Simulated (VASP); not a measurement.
Here is a VASP 6.6.1 calculation.

INCAR

```
SYSTEM = C
PREC = Accurate
ENCUT = 520
EDIFF = 1E-6
ISMEAR = 0
SIGMA = 0.05
LREAL = .False.
LASPH = .True.
NELM = 60
ALGO = Normal
ISIF = 2
LWAVE = .False.
LCHARG = .False.
GGA = PE
NBANDS = 11
```

The input KPOINTS:

```
Automatic mesh
0
Gamma
  20 20 20
  0 0 0
```

Contents of POSCAR:

```
C
1.0
    0.0000000000      1.7750000000      1.7750000000
    1.7750000000      0.0000000000      1.7750000000
    1.7750000000      1.7750000000      0.0000000000
C
2
Direct
    0.7500000000      0.7500000000      0.7500000000
    0.5000000000      0.5000000000      0.5000000000
```

Potentials or basis: VASP PAW PBE potentials, release 64 (C).

Launch:

```bash
$ cat potpaw_PBE.64/C/POTCAR > POTCAR
$ mpirun -np 1 vasp_std > vasp.out
```

Question: Predict the band gap on the k mesh.

Answer: 4.16 eV, indirect (least direct gap 5.63 eV).

Question: Predict the pressure.

Answer: 8.9 GPa.

A k mesh can miss the band edges. A hybrid or GW would open this gap; PBE tends to underestimate it.
